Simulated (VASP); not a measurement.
# Bi2Te3 (R-3m) in VASP: a series of runs

Bi2Te3 is run at these levels: PBE+D3(BJ); tasks: single point.

Program: VASP 6.6.1. These are calculated values, not measurements. Logs are shortened: lines on timing, memory, paths and dates and some standing lists are left out, and cuts for length are marked.

## (1) The cell of the first run

Symmetry: R-3m, No. 166, trigonal system. Conventional cell: a = 4.388 Å, b = 4.388 Å, c = 30.304 Å, α = 90.00°, β = 90.00°, γ = 120.00°. Within 4.0 Å of Bi (site symmetry 3m) lie 6 Te at 3.07 to 3.24 Å. Te (site symmetry -3m) has 6 Bi at 3.24 Å and 12 Te at 4.39 to 4.53 Å within 4.6 Å. Within 4.0 Å of Te (site symmetry 3m) lie 3 Bi at 3.07 Å and 3 Te at 3.62 Å.

## (2) Single point, PBE+D3(BJ)

INCAR reads:

```
ALGO = Normal ; EDIFF = 1E-7
ENCUT = 520 ; GGA = PE
ISIF = 2 ; ISMEAR = 0
IVDW = 12 ; LASPH = T
LCHARG = F ; LREAL = F
LWAVE = F ; NBANDS = 32
NELM = 60 ; PREC = Accurate
SIGMA = 0.02
```

KPOINTS reads:

```
k-points
0
Gamma
  9 9 9
```

POSCAR reads:

```
Bi2Te3
1.0
    2.1938840767      1.2666395623     10.1014874575
   -2.1938840767      1.2666395623     10.1014874575
    0.0000000000     -2.5332791246     10.1014874575
Bi Te
2 3
Direct
    0.4001103133      0.4001103133      0.4001103133
    0.5998896867      0.5998896867      0.5998896867
    0.0000000000      0.0000000000      0.0000000000
    0.2094351937      0.2094351937      0.2094351937
    0.7905648063      0.7905648063      0.7905648063
```

Potentials or basis: VASP PAW PBE potentials, release 64 (Bi_d, Te).

Launch:

```bash
cat potpaw_PBE.64/Bi_d/POTCAR potpaw_PBE.64/Te/POTCAR > POTCAR
mpirun -np 1 vasp_std > vasp.out
```

OUTCAR:

```text
EDIFF = 1E-7
   ENCUT = 520
   GGA = PE
   ISIF = 2
   ISMEAR = 0
   IVDW = 12
   LASPH = T
   LREAL = F
   NELM = 60
   PREC = Accurate
 IVDW          = 12

 ion  position               nearest neighbor table
   1  0.400  0.400  0.400-   5 3.07   5 3.07   5 3.07   3 3.24   3 3.24   3 3.24
   2  0.600  0.600  0.600-   4 3.07   4 3.07   4 3.07   3 3.24   3 3.24   3 3.24
   3  0.000  0.000  0.000-   2 3.24   2 3.24   1 3.24   1 3.24   2 3.24   1 3.24
   4  0.209  0.209  0.209-   2 3.07   2 3.07   2 3.07   5 3.62   5 3.62   5 3.62
   5  0.791  0.791  0.791-   1 3.07   1 3.07   1 3.07   4 3.62   4 3.62   4 3.62

  LATTYP: Found a trigonal (rhomboedric) cell.
 ALAT       =    10.4142955584
 COS(alpha) =     0.9112440350

  Lattice vectors:

 A1 = (   2.1938840767,   1.2666395623,  10.1014874575)
 A2 = (  -2.1938840767,   1.2666395623,  10.1014874575)
 A3 = (   0.0000000000,  -2.5332791246,  10.1014874575)

Analysis of symmetry for initial positions (statically):
=====================================================================
 Subroutine PRICEL returns:
 Original cell was already a primitive cell.

 Routine SETGRP: Setting up the symmetry group for a
 trigonal (rhombohedral) supercell.

 Subroutine GETGRP returns: Found 12 space group operations
 (whereof 12 operations were pure point group operations)
 out of a pool of 12 trial point group operations.

The static configuration has the point symmetry D_3d.

Analysis of symmetry for dynamics (positions and initial velocities):
=====================================================================
 Subroutine PRICEL returns:
 Original cell was already a primitive cell.

 Routine SETGRP: Setting up the symmetry group for a
 trigonal (rhombohedral) supercell.

 Subroutine GETGRP returns: Found 12 space group operations
 (whereof 12 operations were pure point group operations)
 out of a pool of 12 trial point group operations.

The dynamic configuration has the point symmetry D_3d.

 Subroutine INISYM returns: Found 12 space group operations
 (whereof 12 operations are pure point group operations),
 and found     1 'primitive' translations

----------------------------------------------------------------------------------------

                                     Primitive cell

  volume of cell :     168.4237

  direct lattice vectors                    reciprocal lattice vectors
[... 95 lines left out ...]
   EDIFFG = 0.1E-05   stopping-criterion for IOM
   NSW    =      0    number of steps for IOM
   IBRION =     -1    ionic relax: 0-MD 1-quasi-New 2-CG
   NFREE  =      0    steps in history (QN), initial steepest desc. (CG)
   ISIF   =      2    stress and relaxation
   ISYM   =      2    0-nonsym 1-usesym 2-fastsym
   POTIM  = 0.5000    time-step for ionic-motion
   TEBEG  =    0.0;   TEEND  =   0.0 temperature during run
   PSTRESS=    0.0 pullay stress
   NELECT =      48.0000    total number of electrons
   NUPDOWN=      -1.0000    fix difference up-down
   EMIN   =  10.00;   EMAX   =-10.00  energy-range for DOS
   EFERMI =   0.00;   METHOD = LEGACY
   ISMEAR =     0;   SIGMA  =   0.02  broadening in eV -4-tet -1-fermi 0-gaus
   EFERMI_NEDOS =   21; number of points for ismear=-14 and -15
   IALGO  =     38    algorithm
   IMIX   =      4    mixing-type and parameters
     AMIX     =   0.40;   BMIX     =  1.00
     AMIX_MAG =   1.60;   BMIX_MAG =  1.00
  volume/ion in A,a.u.               =      33.68       227.32
  Fermi-wavevector in a.u.,A,eV,Ry     =   1.077343  2.035884 15.791857  1.160669
  Thomas-Fermi vector in A             =   2.213253
   LORBIT       =      0    0 simple, 1 ext, 2 COOP (PROOUT), +10 PAW based schemes
   GGA     = PE    functional components
   LHFCALC =     F    Hartree Fock is set to
   AEXX    =    0.0000 exact exchange contribution
   IVDW    =    12    specifies the selected vdW correction
   LEPSILON=     F    determine dielectric tensor
   LRPA    =     F    only Hartree local field effects (RPA)
 non-spin polarized calculation
 Gauss-broadening in eV      SIGMA  =   0.02
  energy-cutoff  :      520.00
  volume of cell :      168.42
 maximum number of plane-waves:      4556
 NGX is ok and might be reduce to    80
   NGX = 39   NGY = 39   NGZ = 39

 number of electron      48.0000006 magnetization

 Free energy of the ion-electron system (eV)
  ---------------------------------------------------
  ext. energy  EPLUGINS =         0.00000000
  ---------------------------------------------------
  free energy    TOTEN  =       -18.32463016 eV

  energy without entropy =      -18.32463016  energy(sigma->0) =      -18.32463016

 E-fermi :   6.4245     XC(G=0):  -9.3535

 val. band max:        6.2907809391   @ k =   0.0000   0.0000   0.0000
 cond. band min:       6.5435607184   @ k =   0.0000   0.0000   0.0000
 fundamental gap:      0.2527797793
 Fermi energy:         6.4244884707

 k-point     1 :       0.0000    0.0000    0.0000
  band No.  band energies     occupation
      1     -16.9273      2.00000
      2     -16.9273      2.00000
      3     -16.9257      2.00000
      4     -16.9257      2.00000
      5     -16.9199      2.00000
      6     -16.9186      2.00000
[... 829 lines left out ...]
     31      11.1527      0.00000
     32      11.9463      0.00000

 [... further k-points ...]

------------------------ aborting loop because EDIFF is reached ----------------------------------------

 Edisp (eV)   -2.25083

 E8    (eV) :    -1.0685

  FORCE on cell =-STRESS in cart. coord.  units (eV):
  Direction    XX          YY          ZZ          XY          YZ          ZX
  --------------------------------------------------------------------------------------
  -------------------------------------------------------------------------------------
  Total      -0.04078    -0.04078    -0.03747     0.00000    -0.00000     0.00000
  in kB      -0.38789    -0.38789    -0.35644     0.00000    -0.00000     0.00000
  external pressure =       -0.38 kB  Pullay stress =        0.00 kB

 VOLUME and BASIS-vectors are now :
 -----------------------------------------------------------------------------
  energy-cutoff  :      520.00
  volume of cell :      168.42
      direct lattice vectors                 reciprocal lattice vectors
     2.193884077  1.266639562 10.101487457     0.227906299  0.131581763  0.032998441
    -2.193884077  1.266639562 10.101487457    -0.227906299  0.131581763  0.032998441
     0.000000000 -2.533279125 10.101487457     0.000000000 -0.263163526  0.032998441

 POSITION                                       TOTAL-FORCE (eV/Angst)
 -----------------------------------------------------------------------------------
      0.00000      0.00000     12.12513        -0.000000     -0.000000     -0.010009
      0.00000      0.00000     18.17933        -0.000000      0.000000      0.010009
      0.00000      0.00000      0.00000         0.000000     -0.000000      0.000000
      0.00000      0.00000      6.34682        -0.000000     -0.000000     -0.015983
      0.00000      0.00000     23.95764        -0.000000      0.000000      0.015983
 -----------------------------------------------------------------------------------
    total drift:                               -0.000000     -0.000000     -0.000000

  FREE ENERGIE OF THE ION-ELECTRON SYSTEM (eV)
  ---------------------------------------------------
  free  energy   TOTEN  =       -20.5754616141 eV

  energy  without entropy=      -20.5754616141  energy(sigma->0) =      -20.57546161
```

Wall time 22 min (1 thread of Intel Xeon 6975P-C (Granite Rapids), shared host); peak memory 1.1 GiB.

Results:

- Free energy: -20.5755 eV
- Pressure: 0.0 GPa
- Largest force: 0.016 eV/Å
- Band gap on the k mesh: 0.25 eV
- Dispersion energy per atom: -0.450 eV

Forces in eV/Å, atoms in the order of the input:
```
Bi   0.000  0.000 -0.010
Bi   0.000  0.000  0.010
Te   0.000  0.000  0.000
Te   0.000  0.000 -0.016
Te   0.000  0.000  0.016
```

Caveat: spin-orbit coupling is left out, which moves the levels of the heavy elements; an odd mesh through Γ misses points on the zone boundary, where band edges can lie.

## (3) Single point, PBE+D3(BJ)

INCAR reads:

```
SYSTEM = Bi2Te3
ALGO = Normal
EDIFF = 1E-6
ENCUT = 520
GGA = PE
ISIF = 2
ISMEAR = 0
IVDW = 12
LASPH = .True.
LCHARG = .False.
LREAL = .False.
LWAVE = .False.
NBANDS = 32
NELM = 100
PREC = Accurate
SIGMA = 0.02
```

KPOINTS reads:

```
k-points
0
Gamma
  9 9 9
  0 0 0
```

POSCAR is that of step 2.

Potentials or basis: VASP PAW PBE potentials, release 64 (Bi_d, Te).

Launch:

```bash
cat potpaw_PBE.64/Bi_d/POTCAR potpaw_PBE.64/Te/POTCAR > POTCAR
mpirun -np 1 vasp_std > vasp.out
```

Run time: 21 min. Hardware: 1 thread of Intel Xeon 6975P-C (Granite Rapids), shared host; peak memory 1.1 GiB.

Results (log left out):

| Quantity | Value |
| --- | --- |
| Free energy | -20.5755 eV |
| Pressure | 0.0 GPa |
| Largest force | 0.016 eV/Å |
| Band gap on the k mesh | 0.25 eV |
| Dispersion energy per atom | -0.450 eV |

Forces in eV/Å, atoms in the order of the input:
```
Bi   0.000  0.000 -0.010
Bi   0.000  0.000  0.010
Te   0.000  0.000  0.000
Te   0.000  0.000 -0.016
Te   0.000  0.000  0.016
```

Levels at points of the mesh, in eV from the valence-band top:
```tsv
k point	band 21	band 22	band 23	band 24	band 25	band 26	band 27	band 28
(0.00, 0.00, 0.00)	-1.75	-0.90	-0.90	0.00	0.25	0.62	0.62	1.94
```

Caveat: spin-orbit coupling is left out, which moves the levels of the heavy elements; an odd mesh through Γ misses points on the zone boundary, where band edges can lie.
